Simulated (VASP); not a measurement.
# BN (Qingsongite) (F-43m) in VASP: further runs, part 2 of 2

VASP 6.6.1.

## Step 4: Single point, PBE

File INCAR:

```
SYSTEM = BN
ALGO = Normal ; EDIFF = 1E-7
ENCUT = 520 ; GGA = PE
ISIF = 2 ; ISMEAR = 0
LASPH = .True. ; LCHARG = .False.
LREAL = .False. ; LWAVE = .False.
NBANDS = 11 ; NELM = 80
PREC = Accurate ; SIGMA = 0.01
```

File KPOINTS:

```
k-points
0
Gamma
  12 12 12
  0 0 0
```

File POSCAR:

```
BN
1.0
    0.0000000000      1.8075000000      1.8075000000
    1.8075000000      0.0000000000      1.8075000000
    1.8075000000      1.8075000000      0.0000000000
B N
1 1
Direct
    0.0000000000      0.0000000000      0.0000000000
    0.2500000000      0.2500000000      0.2500000000
```

Potentials or basis: VASP PAW PBE potentials, release 64 (B, N).

The run is started by

```sh
cat potpaw_PBE.64/B/POTCAR potpaw_PBE.64/N/POTCAR > POTCAR
mpirun -np 1 vasp_std > vasp.out
```

OUTCAR:

```text
SYSTEM = BN
   EDIFF = 1E-7
   ENCUT = 520
   GGA = PE
   ISIF = 2
   ISMEAR = 0
   LASPH = .True.
   LREAL = .False.
   NELM = 80
   PREC = Accurate

 ion  position               nearest neighbor table
   1  0.000  0.000  0.000-   2 1.57   2 1.57   2 1.57   2 1.57
   2  0.250  0.250  0.250-   1 1.57   1 1.57   1 1.57   1 1.57

  LATTYP: Found a face centered cubic cell.
 ALAT       =     3.6150000000

  Lattice vectors:

 A1 = (   0.0000000000,   1.8075000000,   1.8075000000)
 A2 = (   1.8075000000,   0.0000000000,   1.8075000000)
 A3 = (   1.8075000000,   1.8075000000,   0.0000000000)

Analysis of symmetry for initial positions (statically):
=====================================================================
 Subroutine PRICEL returns:
 Original cell was already a primitive cell.

 Routine SETGRP: Setting up the symmetry group for a
 face centered cubic supercell.

 Subroutine GETGRP returns: Found 24 space group operations
 (whereof 24 operations were pure point group operations)
 out of a pool of 48 trial point group operations.

The static configuration has the point symmetry T_d .

Analysis of symmetry for dynamics (positions and initial velocities):
=====================================================================
 Subroutine PRICEL returns:
 Original cell was already a primitive cell.

 Routine SETGRP: Setting up the symmetry group for a
 face centered cubic supercell.

 Subroutine GETGRP returns: Found 24 space group operations
 (whereof 24 operations were pure point group operations)
 out of a pool of 48 trial point group operations.

The dynamic configuration has the point symmetry T_d .

 Subroutine INISYM returns: Found 24 space group operations
 (whereof 24 operations are pure point group operations),
 and found     1 'primitive' translations

----------------------------------------------------------------------------------------

                                     Primitive cell

  volume of cell :      11.8104

[... 115 lines left out ...]
   AEXX    =    0.0000 exact exchange contribution
   IVDW    =     0    specifies the selected vdW correction
   LEPSILON=     F    determine dielectric tensor
   LRPA    =     F    only Hartree local field effects (RPA)
 non-spin polarized calculation
 Gauss-broadening in eV      SIGMA  =   0.01
  energy-cutoff  :      520.00
  volume of cell :       11.81
 maximum number of plane-waves:       332
   NGX =  9   NGY =  9   NGZ =  9

 number of electron       7.9999999 magnetization

 Free energy of the ion-electron system (eV)
  ---------------------------------------------------
  ext. energy  EPLUGINS =         0.00000000
  ---------------------------------------------------
  free energy    TOTEN  =       -17.44978705 eV

  energy without entropy =      -17.44978705  energy(sigma->0) =      -17.44978705

 E-fermi :   7.5046     XC(G=0): -12.8220

 val. band max:        7.4029084262   @ k =   0.0000   0.0000   0.0000
 cond. band min:      11.8622699452   @ k =   0.5000   0.5000   0.0000
 fundamental gap:      4.4593615190
 Fermi energy:         7.5045528178

 k-point     1 :       0.0000    0.0000    0.0000
  band No.  band energies     occupation
      1     -12.8278      2.00000
      2       7.4029      2.00000
      3       7.4029      2.00000
      4       7.4029      2.00000
      5      16.2228      0.00000
      6      16.2228      0.00000
      7      16.2228      0.00000
      8      17.7523      0.00000
      9      32.1553      0.00000
     10      35.1713      0.00000
     11      35.1713      0.00000
[... 309 lines left out ...]
 k-point    24 :      -0.4167    0.1667    0.0000
  band No.  band energies     occupation
      1      -8.2471      2.00000
      2      -2.5939      2.00000
      3       3.2801      2.00000
      4       4.8360      2.00000
      5      16.7166      0.00000
      6      19.6094      0.00000
      7      19.6461      0.00000
      8      23.0938      0.00000
      9      28.4571      0.00000
     10      32.7543      0.00000
     11      34.0836      0.00000

 [... further k-points ...]

------------------------ aborting loop because EDIFF is reached ----------------------------------------

  FORCE on cell =-STRESS in cart. coord.  units (eV):
  Direction    XX          YY          ZZ          XY          YZ          ZX
  --------------------------------------------------------------------------------------
  -------------------------------------------------------------------------------------
  Total        0.2426370      0.2426370      0.2426370      0.0000000      0.0000000     -0.0000000
  in kB       32.9156635     32.9156635     32.9156635      0.0000000      0.0000000     -0.0000000
  external PRESSURE =      32.9156635 kB  Pullay stress =       0.0000000 kB

 VOLUME and BASIS-vectors are now :
 -----------------------------------------------------------------------------
  energy-cutoff  :      520.00
  volume of cell :       11.81
      direct lattice vectors                 reciprocal lattice vectors
     0.000000000  1.807500000  1.807500000    -0.276625173  0.276625173  0.276625173
     1.807500000  0.000000000  1.807500000     0.276625173 -0.276625173  0.276625173
     1.807500000  1.807500000  0.000000000     0.276625173  0.276625173 -0.276625173

 POSITION                                       TOTAL-FORCE (eV/Angst)
 -----------------------------------------------------------------------------------
      0.00000      0.00000      0.00000        -0.000000     -0.000000     -0.000000
      0.90375      0.90375      0.90375         0.000000      0.000000      0.000000
 -----------------------------------------------------------------------------------
    total drift:                                0.000000      0.000000      0.000000

  FREE ENERGIE OF THE ION-ELECTRON SYSTEM (eV)
  ---------------------------------------------------
  free  energy   TOTEN  =       -17.4497870518 eV

  energy  without entropy=      -17.4497870518  energy(sigma->0) =      -17.44978705
```

stdout:

```text
POSCAR found type information on POSCAR B N
 POSCAR found :  2 types and       2 ions
 scaLAPACK will be used
 LDA part: xc-table for (Slater+PW92), standard interpolation
 POSCAR, INCAR and KPOINTS ok, starting setup
 FFT: planning ... GRIDC
 FFT: planning ... GRID_SOFT
 FFT: planning ... GRID
 WAVECAR not read
 entering main loop
```

It took 7 s on 1 thread of Intel Xeon 6975P-C, shared host; peak memory 0.12 GiB.

What came out:

```
Free energy            : -17.4498 eV
Pressure               : 3.3 GPa
Band gap on the k mesh : 4.46 eV, indirect (least direct gap 8.82 eV)
```

A k mesh can miss the band edges. A hybrid or GW would open this gap; PBE tends to underestimate it.

## Step 5: Single point, PBE

File INCAR:

```
SYSTEM = BN
PREC = Accurate ; ENCUT = 520
EDIFF = 1E-6 ; ISMEAR = 0
SIGMA = 0.01 ; LREAL = .FALSE.
LASPH = .TRUE. ; NELM = 80
ALGO = Normal ; ISIF = 2
LWAVE = .FALSE. ; LCHARG = .TRUE.
GGA = PE ; LELF = .TRUE.
LVHAR = .TRUE. ; NBANDS = 11
```

File KPOINTS:

```
regular mesh
0
G
  14 14 14
  0 0 0
```

POSCAR is that of step 4.

Potentials or basis: VASP PAW PBE potentials, release 64 (B, N).

The run is started by

```sh
cat potpaw_PBE.64/B/POTCAR potpaw_PBE.64/N/POTCAR > POTCAR
mpirun -np 1 vasp_std > vasp.out
```

OUTCAR:

```text
SYSTEM = BN
   PREC = Accurate
   ENCUT = 520
   EDIFF = 1E-6
   ISMEAR = 0
   LREAL = .FALSE.
   LASPH = .TRUE.
   NELM = 80
   ISIF = 2
   GGA = PE

 ion  position               nearest neighbor table
   1  0.000  0.000  0.000-   2 1.57   2 1.57   2 1.57   2 1.57
   2  0.250  0.250  0.250-   1 1.57   1 1.57   1 1.57   1 1.57

  LATTYP: Found a face centered cubic cell.
 ALAT       =     3.6150000000

  Lattice vectors:

 A1 = (   0.0000000000,   1.8075000000,   1.8075000000)
[... 521 lines left out ...]

------------------------ aborting loop because EDIFF is reached ----------------------------------------

  FORCE on cell =-STRESS in cart. coord.  units (eV):
  Direction    XX          YY          ZZ          XY          YZ          ZX
  --------------------------------------------------------------------------------------
  -------------------------------------------------------------------------------------
  Total        0.2430554      0.2430554      0.2430554      0.0000000     -0.0000000     -0.0000000
  in kB       32.9724263     32.9724263     32.9724263      0.0000000     -0.0000000     -0.0000000
  external PRESSURE =      32.9724263 kB  Pullay stress =       0.0000000 kB

 VOLUME and BASIS-vectors are now :
 -----------------------------------------------------------------------------
  energy-cutoff  :      520.00
  volume of cell :       11.81
      direct lattice vectors                 reciprocal lattice vectors
     0.000000000  1.807500000  1.807500000    -0.276625173  0.276625173  0.276625173
     1.807500000  0.000000000  1.807500000     0.276625173 -0.276625173  0.276625173
     1.807500000  1.807500000  0.000000000     0.276625173  0.276625173 -0.276625173

 POSITION                                       TOTAL-FORCE (eV/Angst)
 -----------------------------------------------------------------------------------
      0.00000      0.00000      0.00000         0.000000      0.000000      0.000000
      0.90375      0.90375      0.90375        -0.000000     -0.000000     -0.000000
 -----------------------------------------------------------------------------------
    total drift:                                0.000000      0.000000      0.000000

  FREE ENERGIE OF THE ION-ELECTRON SYSTEM (eV)
  ---------------------------------------------------
  free  energy   TOTEN  =       -17.4497939312 eV

  energy  without entropy=      -17.4497939312  energy(sigma->0) =      -17.44979393
```

OSZICAR:

```text
N       E                     dE             d eps       ncg     rms          rms(c)
DAV:   1     0.102747452119E+02    0.10275E+02   -0.49867E+03  2355   0.724E+02
DAV:   2    -0.179012720648E+02   -0.28176E+02   -0.27163E+02  2744   0.164E+02
DAV:   3    -0.184142878026E+02   -0.51302E+00   -0.51202E+00  2726   0.188E+01
DAV:   4    -0.184148989168E+02   -0.61111E-03   -0.61111E-03  2456   0.729E-01
DAV:   5    -0.184148994650E+02   -0.54812E-06   -0.54811E-06  2627   0.216E-02    0.670E+00
DAV:   6    -0.175358376020E+02    0.87906E+00   -0.29350E+00  2399   0.990E+00    0.327E+00
DAV:   7    -0.174638421732E+02    0.71995E-01   -0.10397E-01  2561   0.266E+00    0.192E+00
DAV:   8    -0.174495235543E+02    0.14319E-01   -0.35555E-02  2551   0.137E+00    0.193E-01
DAV:   9    -0.174497014005E+02   -0.17785E-03   -0.96392E-04  2414   0.258E-01    0.836E-02
DAV:  10    -0.174497886518E+02   -0.87251E-04   -0.12202E-04  2540   0.943E-02    0.151E-02
DAV:  11    -0.174497939096E+02   -0.52578E-05   -0.92734E-06  2607   0.250E-02    0.106E-02
DAV:  12    -0.174497939312E+02   -0.21611E-07   -0.15674E-06  1378   0.864E-03
   1 F= -.17449794E+02 E0= -.17449794E+02  d E =-.738341E-19
```

Wall time 10 s (1 thread of Intel Xeon 6975P-C, shared host); peak memory 0.13 GiB.

What came out:

- Free energy: -17.4498 eV
- Pressure: 3.3 GPa
- Band gap on the k mesh: 4.46 eV, indirect (least direct gap 8.82 eV)

Levels at points of the mesh, in eV from the valence-band top:
```tsv
k point	band 2	band 3	band 4	band 5	band 6	band 7
(0.00, 0.00, 0.00)	0.00	0.00	0.00	8.82	8.82	8.82
(0.50, 0.00, 0.00)	-10.69	-1.94	-1.94	10.15	10.71	10.71
(0.50, 0.50, 0.00)	-8.92	-4.90	-4.90	4.46	9.23	17.92
```

## Step 6: Summary

```csv
k mesh,gap on the mesh (eV),pressure (GPa)
4 × 4 × 4,4.44,4.0
8 × 8 × 8,4.46,3.3
12 × 12 × 12,4.46,3.3
14 × 14 × 14,4.46,3.3
```

Alike in all rows: task single point; level PBE; potentials or basis VASP PAW PBE potentials, release 64 (B, N); no spin polarisation; cell as given; cutoff (eV) 520; smearing gaussian 0.01 eV.

Caveats: some runs use coarse meshes.

Absolute energies hang on the potentials; compare differences alone.
